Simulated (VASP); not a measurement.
# ZnCu (P4/mmm) in VASP: further runs

Runs on ZnCu. Level: PBE. Tasks: single point.

Everything below comes from runs of VASP 6.6.1. Logs are shortened: lines on timing, memory, paths and dates and some standing lists are left out, and cuts for length are marked.

## 1. The cell of the first run

It takes space group P4/mmm (No. 123, tetragonal). The conventional cell has a = 2.853 Å, b = 2.853 Å, c = 3.138 Å, α = 90.00°, β = 90.00°, γ = 90.00°. Zn (site symmetry 4/mmm) has 8 Cu at 2.56 Å and 6 Zn at 2.85 to 3.14 Å within 3.4 Å. Cu (site symmetry 4/mmm) has 8 Zn at 2.56 Å and 6 Cu at 2.85 to 3.14 Å within 3.4 Å.

## 2. Single point, PBE

INCAR

```
SYSTEM = ZnCu
PREC = Accurate
ENCUT = 520
EDIFF = 1E-7
ISMEAR = 0
SIGMA = 0.15
LREAL = .FALSE.
LASPH = .TRUE.
NELM = 100
ALGO = Fast
ISIF = 2
LWAVE = .FALSE.
LCHARG = .FALSE.
GGA = PE
NBANDS = 18
```

KPOINTS

```
Automatic mesh
0
G
  18 18 18
  0 0 0
```

POSCAR

```
ZnCu
1.0
    2.8529078066      0.0000000000      0.0000000000
    0.0000000000      2.8529078066      0.0000000000
    0.0000000000      0.0000000000      3.1381985873
Zn Cu
1 1
Direct
    0.5000000000      0.5000000000      0.5000000000
    0.0000000000      0.0000000000      0.0000000000
```

Potentials or basis: VASP PAW PBE potentials, release 64 (Zn, Cu).

Launch:

```sh
$ cat potpaw_PBE.64/Zn/POTCAR potpaw_PBE.64/Cu/POTCAR > POTCAR
$ mpirun -np 1 vasp_std > vasp.out
```

OUTCAR:

```text
SYSTEM = ZnCu
   PREC = Accurate
   ENCUT = 520
   EDIFF = 1E-7
   ISMEAR = 0
   LREAL = .FALSE.
   LASPH = .TRUE.
   NELM = 100
   ISIF = 2
   GGA = PE

 ion  position               nearest neighbor table
   1  0.500  0.500  0.500-   2 2.56   2 2.56   2 2.56   2 2.56   2 2.56   2 2.56   2 2.56   2 2.56

   2  0.000  0.000  0.000-   1 2.56   1 2.56   1 2.56   1 2.56   1 2.56   1 2.56   1 2.56   1 2.56

  LATTYP: Found a simple tetragonal cell.
 ALAT       =     2.8529078066
 C/A-ratio  =     1.1000000000

  Lattice vectors:

 A1 = (   2.8529078066,   0.0000000000,   0.0000000000)
 A2 = (   0.0000000000,   2.8529078066,   0.0000000000)
 A3 = (   0.0000000000,   0.0000000000,   3.1381985873)

Analysis of symmetry for initial positions (statically):
=====================================================================
 Subroutine PRICEL returns:
 Original cell was already a primitive cell.

 Routine SETGRP: Setting up the symmetry group for a
 simple tetragonal supercell.

 Subroutine GETGRP returns: Found 16 space group operations
 (whereof 16 operations were pure point group operations)
 out of a pool of 16 trial point group operations.

The static configuration has the point symmetry D_4h.

Analysis of symmetry for dynamics (positions and initial velocities):
=====================================================================
 Subroutine PRICEL returns:
 Original cell was already a primitive cell.

 Routine SETGRP: Setting up the symmetry group for a
 simple tetragonal supercell.

 Subroutine GETGRP returns: Found 16 space group operations
 (whereof 16 operations were pure point group operations)
 out of a pool of 16 trial point group operations.

The dynamic configuration has the point symmetry D_4h.

 Subroutine INISYM returns: Found 16 space group operations
 (whereof 16 operations are pure point group operations),
 and found     1 'primitive' translations

----------------------------------------------------------------------------------------

                                     Primitive cell

  volume of cell :      25.5421

  direct lattice vectors                    reciprocal lattice vectors
     2.852907807  0.000000000  0.000000000     0.350519564  0.000000000  0.000000000
     0.000000000  2.852907807  0.000000000     0.000000000  0.350519564  0.000000000
     0.000000000  0.000000000  3.138198587     0.000000000  0.000000000  0.318654149

  length of vectors
     2.852907807  2.852907807  3.138198587     0.350519564  0.350519564  0.318654149

  position of ions in fractional coordinates (direct lattice)
     0.500000000  0.500000000  0.500000000
     0.000000000  0.000000000  0.000000000

  ion indices of the primitive-cell ions
   primitive index   ion index
                 1           1
                 2           2

----------------------------------------------------------------------------------------

 KPOINTS: Automatic mesh

Automatic generation of k-mesh.
 Grid dimensions read from file:
 generate k-points for:   18   18   18

 Generating k-lattice:

  Cartesian coordinates                     Fractional coordinates (reciprocal lattice)
     0.019473309  0.000000000  0.000000000     0.055555556  0.000000000  0.000000000
     0.000000000  0.019473309  0.000000000     0.000000000  0.055555556  0.000000000
     0.000000000  0.000000000  0.017703008     0.000000000  0.000000000  0.055555556

  Length of vectors
     0.019473309  0.019473309  0.017703008

  Shift w.r.t. Gamma in fractional coordinates (k-lattice)
     0.000000000  0.000000000  0.000000000

 Subroutine IBZKPT returns following result:
 ===========================================

 Found    550 irreducible k-points:

 Following reciprocal coordinates:
            Coordinates               Weight
  0.000000  0.000000  0.000000      1.000000
  0.055556  0.000000  0.000000      4.000000
  0.111111  0.000000  0.000000      4.000000
  0.166667  0.000000  0.000000      4.000000
  0.222222  0.000000  0.000000      4.000000
  0.277778  0.000000  0.000000      4.000000
[... 16 lines left out ...]
  0.277778  0.111111  0.000000      8.000000
  0.333333  0.111111  0.000000      8.000000
 [... further k-points ...]
   k-points           NKPTS =    550   k-points in BZ     NKDIM =    550   number of bands    NBANDS=     18
   number of dos      NEDOS =    301   number of ions     NIONS =      2
   total plane-waves  NPLWV =  13824
   dimension x,y,z NGX =    24 NGY =   24 NGZ =   24
   dimension x,y,z NGXF=    48 NGYF=   48 NGZF=   48
   ions per type =               1   1
   NGX,Y,Z   is equivalent  to a cutoff of  13.99, 13.99, 12.71 a.u.
   NGXF,Y,Z  is equivalent  to a cutoff of  27.97, 27.97, 25.43 a.u.
 SYSTEM =  ZnCu
   PREC   = accura    normal or accurate (medium, high low for compatibility)
   ISTART =      0    job   : 0-new  1-cont  2-samecut
   ICHARG =      2    charge: 1-file 2-atom 10-const
   ISPIN  =      1    spin polarized calculation?
   LNONCOLLINEAR =      F non collinear calculations
   LSORBIT =      F    spin-orbit coupling
   LASPH  =      T    aspherical Exc in radial PAW
   ENCUT  =  520.0 eV  38.22 Ry    6.18 a.u.   5.30  5.30  5.83*2*pi/ulx,y,z
   NELM   =    100;   NELMIN=  2; NELMDL= -5     # of ELM steps
   EDIFF  = 0.1E-06   stopping-criterion for ELM
   LREAL  =      F    real-space projection
   EDIFFG = 0.1E-05   stopping-criterion for IOM
   NSW    =      0    number of steps for IOM
   IBRION =     -1    ionic relax: 0-MD 1-quasi-New 2-CG
   NFREE  =      0    steps in history (QN), initial steepest desc. (CG)
   ISIF   =      2    stress and relaxation
   ISYM   =      2    0-nonsym 1-usesym 2-fastsym
   POTIM  = 0.5000    time-step for ionic-motion
   TEBEG  =    0.0;   TEEND  =   0.0 temperature during run
   PSTRESS=    0.0 pullay stress
   NELECT =      23.0000    total number of electrons
   NUPDOWN=      -1.0000    fix difference up-down
   EMIN   =  10.00;   EMAX   =-10.00  energy-range for DOS
   EFERMI =   0.00;   METHOD = LEGACY
   ISMEAR =     0;   SIGMA  =   0.15  broadening in eV -4-tet -1-fermi 0-gaus
   EFERMI_NEDOS =   21; number of points for ismear=-14 and -15
   IALGO  =     68    algorithm
   IMIX   =      4    mixing-type and parameters
     AMIX     =   0.40;   BMIX     =  1.00
     AMIX_MAG =   1.60;   BMIX_MAG =  1.00
  volume/ion in A,a.u.               =      12.77        86.18
  Fermi-wavevector in a.u.,A,eV,Ry     =   1.580880  2.987429 34.003415  2.499180
  Thomas-Fermi vector in A             =   2.681040
   LORBIT       =      0    0 simple, 1 ext, 2 COOP (PROOUT), +10 PAW based schemes
   GGA     = PE    functional components
   LHFCALC =     F    Hartree Fock is set to
   AEXX    =    0.0000 exact exchange contribution
   IVDW    =     0    specifies the selected vdW correction
   LEPSILON=     F    determine dielectric tensor
   LRPA    =     F    only Hartree local field effects (RPA)
 non-spin polarized calculation
 RMM-DIIS sequential band-by-band and
 Gauss-broadening in eV      SIGMA  =   0.15
  energy-cutoff  :      520.00
  volume of cell :       25.54
 maximum number of plane-waves:       712
 NGX is ok and might be reduce to    24

 number of electron      22.9999988 magnetization

 Free energy of the ion-electron system (eV)
  ---------------------------------------------------
  ext. energy  EPLUGINS =         0.00000000
  ---------------------------------------------------
  free energy    TOTEN  =        -5.00834556 eV

  energy without entropy =       -5.00300690  energy(sigma->0) =       -5.00567623

 E-fermi :   5.5435     XC(G=0): -12.4011

 val. band max:        5.5382740009   @ k =   0.5000   0.4444   0.2222
 cond. band min:       5.5573851097   @ k =   0.3889   0.1667   0.2778
 fundamental gap:      0.0191111088
 Fermi energy:         5.5435088959

 k-point     1 :       0.0000    0.0000    0.0000
  band No.  band energies     occupation
      1      -4.8002      2.00000
      2      -2.3434      2.00000
      3      -2.3064      2.00000
      4      -1.6449      2.00000
      5      -1.6449      2.00000
      6      -1.5365      2.00000
[... 10 lines left out ...]
     17      18.8982      0.00000
     18      27.8447      0.00000

 k-point     2 :       0.0556    0.0000    0.0000
  band No.  band energies     occupation
      1      -4.7405      2.00000
      2      -2.3322      2.00000
      3      -2.2962      2.00000
      4      -1.6526      2.00000
      5      -1.6420      2.00000
      6      -1.5430      2.00000
[... 10 lines left out ...]
     17      19.3738      0.00000
     18      27.4203      0.00000

 k-point     3 :       0.1111    0.0000    0.0000
  band No.  band energies     occupation
      1      -4.5623      2.00000
      2      -2.3031      2.00000
      3      -2.2624      2.00000
      4      -1.6744      2.00000
      5      -1.6334      2.00000
      6      -1.5617      2.00000
[... 10 lines left out ...]
     17      20.8602      0.00000
     18      26.1074      0.00000

 k-point     4 :       0.1667    0.0000    0.0000
  band No.  band energies     occupation
      1      -4.2699      2.00000
      2      -2.2650      2.00000
      3      -2.2006      2.00000
      4      -1.7078      2.00000
      5      -1.6203      2.00000
      6      -1.5902      2.00000
[... 10 lines left out ...]
     17      22.8642      0.00000
     18      24.4288      0.00000

 k-point     5 :       0.2222    0.0000    0.0000
  band No.  band energies     occupation
      1      -3.8727      2.00000
      2      -2.2211      2.00000
      3      -2.1116      2.00000
      4      -1.7485      2.00000
      5      -1.6250      2.00000
      6      -1.6041      2.00000
[... 10 lines left out ...]
     17      22.8477      0.00000
     18      23.5693      0.00000

 k-point     6 :       0.2778    0.0000    0.0000
  band No.  band energies     occupation
      1      -3.3929      2.00000
      2      -2.1738      2.00000
      3      -1.9893      2.00000
      4      -1.7914      2.00000
      5      -1.6618      2.00000
      6      -1.5867      2.00000
[... 10 lines left out ...]
     17      21.3234      0.00000
     18      22.2547      0.00000

 k-point     7 :       0.3333    0.0000    0.0000
  band No.  band energies     occupation
      1      -2.8908      2.00000
      2      -2.1265      2.00000
      3      -1.8314      2.00000
      4      -1.7943      2.00000
      5      -1.6961      2.00000
      6      -1.5703      2.00000
[... 10 lines left out ...]
     17      19.8671      0.00000
     18      21.0584      0.00000

 k-point     8 :       0.3889    0.0000    0.0000
  band No.  band energies     occupation
      1      -2.5065      2.00000
      2      -2.0835      2.00000
      3      -1.8638      2.00000
      4      -1.7239      2.00000
      5      -1.5568      2.00000
      6      -1.4165      2.00000
[... 10 lines left out ...]
     17      19.7121      0.00000
     18      20.1163      0.00000
[... 229 lines left out ...]
     17      18.2223      0.00000
     18      18.5311      0.00000

 k-point    20 :       0.1111    0.1111    0.0000
  band No.  band energies     occupation
      1      -4.3275      2.00000
      2      -2.2512      2.00000
      3      -2.2331      2.00000
      4      -1.6841      2.00000
      5      -1.6480      2.00000
      6      -1.5871      2.00000
[... 10 lines left out ...]
     17      21.4616      0.00000
     18      25.7644      0.00000

 k-point    21 :       0.1667    0.1111    0.0000
  band No.  band energies     occupation
      1      -4.0401      2.00000
      2      -2.2108      2.00000
      3      -2.1776      2.00000
      4      -1.7131      2.00000
      5      -1.6463      2.00000
      6      -1.6142      2.00000
[... 10 lines left out ...]
     17      23.1242      0.00000
     18      24.1505      0.00000

 k-point    22 :       0.2222    0.1111    0.0000
  band No.  band energies     occupation
      1      -3.6524      2.00000
      2      -2.1723      2.00000
      3      -2.0907      2.00000
      4      -1.7542      2.00000
      5      -1.6414      2.00000
      6      -1.6383      2.00000
[... 10 lines left out ...]
     17      22.6196      0.00000
     18      23.0240      0.00000

 k-point    23 :       0.2778    0.1111    0.0000
  band No.  band energies     occupation
      1      -3.1918      2.00000
      2      -2.1315      2.00000
      3      -1.9860      2.00000
      4      -1.7989      2.00000
      5      -1.6457      2.00000
      6      -1.6287      2.00000
[... 10 lines left out ...]
     17      21.5003      0.00000
     18      21.6549      0.00000

 k-point    24 :       0.3333    0.1111    0.0000
  band No.  band energies     occupation
      1      -2.7282      2.00000
      2      -2.0921      2.00000
      3      -1.9006      2.00000
      4      -1.8409      2.00000
      5      -1.6193      2.00000
      6      -1.5340      2.00000
[... 10 lines left out ...]
     17      20.0465      0.00000
     18      21.1458      0.00000

 [... further k-points ...]

------------------------ aborting loop because EDIFF is reached ----------------------------------------

  FORCE on cell =-STRESS in cart. coord.  units (eV):
  Direction    XX          YY          ZZ          XY          YZ          ZX
  --------------------------------------------------------------------------------------
  -------------------------------------------------------------------------------------
  Total        0.4901925      0.4901925      0.4526898      0.0000000     -0.0000000      0.0000000
  in kB       30.7483158     30.7483158     28.3958810      0.0000000     -0.0000000      0.0000000
  external PRESSURE =      29.9641709 kB  Pullay stress =       0.0000000 kB

 VOLUME and BASIS-vectors are now :
 -----------------------------------------------------------------------------
  energy-cutoff  :      520.00
  volume of cell :       25.54
      direct lattice vectors                 reciprocal lattice vectors
     2.852907807  0.000000000  0.000000000     0.350519564  0.000000000  0.000000000
     0.000000000  2.852907807  0.000000000     0.000000000  0.350519564  0.000000000
     0.000000000  0.000000000  3.138198587     0.000000000  0.000000000  0.318654149

 POSITION                                       TOTAL-FORCE (eV/Angst)
 -----------------------------------------------------------------------------------
      1.42645      1.42645      1.56910         0.000000      0.000000      0.000000
      0.00000      0.00000      0.00000         0.000000      0.000000      0.000000
 -----------------------------------------------------------------------------------
    total drift:                                0.000000      0.000000     -0.000000

  FREE ENERGIE OF THE ION-ELECTRON SYSTEM (eV)
  ---------------------------------------------------
  free  energy   TOTEN  =        -5.0083455569 eV

  energy  without entropy=       -5.0030069014  energy(sigma->0) =       -5.00567623
```

It took 2.6 min on 1 thread of AMD EPYC 9R45 (Zen 5), shared host; peak memory 0.33 GiB.

What came out:

```
Free energy            : -5.0083 eV
Pressure               : 3.0 GPa
Band gap on the k mesh : zero (an odd number of electrons rules out a gap without spin polarisation)
```

## 3. Single point, PBE

This run uses another cell than the first one, of the same volume but with other edges.

INCAR

```
ALGO = Fast ; EDIFF = 1E-6
ENCUT = 520 ; GGA = PE
ISIF = 2 ; ISMEAR = 0
LASPH = True ; LCHARG = False
LREAL = False ; LWAVE = False
NBANDS = 18 ; NELM = 100
PREC = Accurate ; SIGMA = 0.15
```

KPOINTS

```
k-points
0
Gamma
  18 18 18
```

POSCAR

```
ZnCu
1.0
    3.3997541578      0.0000000000      0.0000000000
    0.0000000000      3.3997541578      0.0000000000
    0.0000000000      0.0000000000      2.2098402025
Zn Cu
1 1
Direct
    0.5000000000      0.5000000000      0.5000000000
    0.0000000000      0.0000000000      0.0000000000
```

Potentials or basis: VASP PAW PBE potentials, release 64 (Zn, Cu).

Launch:

```sh
$ cat potpaw_PBE.64/Zn/POTCAR potpaw_PBE.64/Cu/POTCAR > POTCAR
$ mpirun -np 1 vasp_std > vasp.out
```

It took 1.9 min on 1 thread of AMD EPYC 9R45 (Zen 5), shared host; peak memory 0.32 GiB.

The run converged. Its results:

```yaml
Free_energy: -4.1230 eV
Pressure: 19.6 GPa
Band_gap_on_the_k_mesh: zero (an odd number of electrons rules out a gap without spin polarisation)
```

Stress tensor (GPa, compression positive):
```
-1.24  0.00  0.00
 0.00 -1.24  0.00
 0.00  0.00 61.28
```

Levels at points of the mesh, in eV from the Fermi level:
| k point | band 9 | band 10 | band 11 | band 12 | band 13 | band 14 |
| --- | --- | --- | --- | --- | --- | --- |
| (0.00, 0.00, 0.00) | -3.01 | -2.21 | -2.21 | 1.90 | 1.90 | 5.99 |
| (0.50, 0.00, 0.00) | -3.75 | -2.83 | -2.27 | -2.22 | 6.38 | 6.92 |
| (0.50, 0.50, 0.00) | -3.45 | -2.94 | -2.24 | -2.24 | -0.60 | -0.58 |
| (0.00, 0.00, 0.50) | -3.14 | -2.90 | -1.43 | 0.21 | 11.38 | 11.38 |
| (0.50, 0.00, 0.50) | -2.84 | -2.16 | -0.62 | 0.37 | 4.13 | 5.18 |
| (0.50, 0.50, 0.50) | -2.66 | -2.06 | 2.67 | 3.92 | 5.77 | 6.11 |

Caveat: the stress differs along the axes, from -1 to 61 GPa.

## 4. Single point, PBE

This run uses another cell than the first one, of the same volume but with other edges.

INCAR

```
SYSTEM = ZnCu
  PREC = Accurate
  ENCUT = 520
  EDIFF = 1E-7
  ISMEAR = 0
  SIGMA = 0.15
  LREAL = .False.
  LASPH = .True.
  NELM = 80
  ALGO = Fast
  ISIF = 2
  LWAVE = .False.
  LCHARG = .False.
  GGA = PE
  NBANDS = 18
```

KPOINTS

```
Automatic mesh
0
Gamma
  18 18 18
  0 0 0
```

POSCAR

```
ZnCu
1.0
    2.5726944686      0.0000000000      0.0000000000
    0.0000000000      2.5726944686      0.0000000000
    0.0000000000      0.0000000000      3.8590417030
Zn Cu
1 1
Direct
    0.5000000000      0.5000000000      0.5000000000
    0.0000000000      0.0000000000      0.0000000000
```

Launch:

```sh
$ cat potpaw_PBE.64/Zn/POTCAR potpaw_PBE.64/Cu/POTCAR > POTCAR
$ mpirun -np 1 vasp_std > vasp.out
```

Run time: 2.3 min. Hardware: 1 thread of AMD EPYC 9R45 (Zen 5), shared host; peak memory 0.32 GiB.

It converged, with:

```yaml
Free_energy: -4.9725 eV
Pressure: 3.0 GPa
Band_gap_on_the_k_mesh: zero (an odd number of electrons rules out a gap without spin polarisation)
```

Stress tensor (GPa, compression positive):
```
 4.54  0.00  0.00
 0.00  4.54  0.00
 0.00  0.00 -0.10
```

Levels at points of the mesh, in eV from the Fermi level:
| k point | band 8 | band 9 | band 10 | band 11 | band 12 | band 13 | band 14 | band 15 | band 16 | band 17 |
| --- | --- | --- | --- | --- | --- | --- | --- | --- | --- | --- |
| (0.00, 0.00, 0.00) | -3.92 | -2.63 | -2.63 | -2.30 | -0.77 | 3.56 | 11.67 | 11.67 | 15.63 | 17.93 |
| (0.50, 0.00, 0.00) | -3.75 | -3.68 | -2.88 | -2.62 | -1.06 | 6.86 | 6.94 | 7.28 | 8.16 | 18.23 |
| (0.50, 0.50, 0.00) | -3.20 | -2.79 | -1.90 | 0.29 | 0.29 | 4.65 | 5.25 | 9.93 | 10.41 | 10.41 |
| (0.00, 0.00, 0.50) | -4.08 | -3.32 | -2.77 | -2.77 | -2.31 | 14.07 | 14.40 | 14.45 | 14.45 | 15.74 |
| (0.50, 0.00, 0.50) | -2.81 | -2.71 | -2.65 | -2.59 | -1.93 | 0.85 | 1.84 | 17.22 | 17.88 | 19.08 |
| (0.50, 0.50, 0.50) | -3.98 | -2.75 | -1.90 | 3.80 | 3.80 | 4.56 | 4.56 | 5.24 | 5.93 | 6.88 |

## 5. Summary

```csv
cell,further INCAR settings,gap on the mesh (eV),pressure (GPa)
"a = 2.853, b = 2.853, c = 3.138 Å, 2 atoms",ALGO = Fast; EDIFF = 1e-07; NBANDS = 18,none,3.0
"a = 3.400, b = 3.400, c = 2.210 Å, 2 atoms",ALGO = Fast; EDIFF = 1e-06; NBANDS = 18,none,19.6
"a = 2.573, b = 2.573, c = 3.859 Å, 2 atoms",ALGO = Fast; EDIFF = 1e-07; NBANDS = 18,none,3.0
```

Alike in all rows: task single point; level PBE; potentials or basis VASP PAW PBE potentials, release 64 (Zn, Cu); no spin polarisation; k mesh 18 × 18 × 18; cutoff (eV) 520; smearing gaussian 0.15 eV.

Caveats: the stress differs along the axes, from -1 to 61 GPa (at least some runs).

Absolute energies hang on the potentials; compare differences alone.

The gap in the log of VASP goes by the Fermi energy; the results here count the filled bands.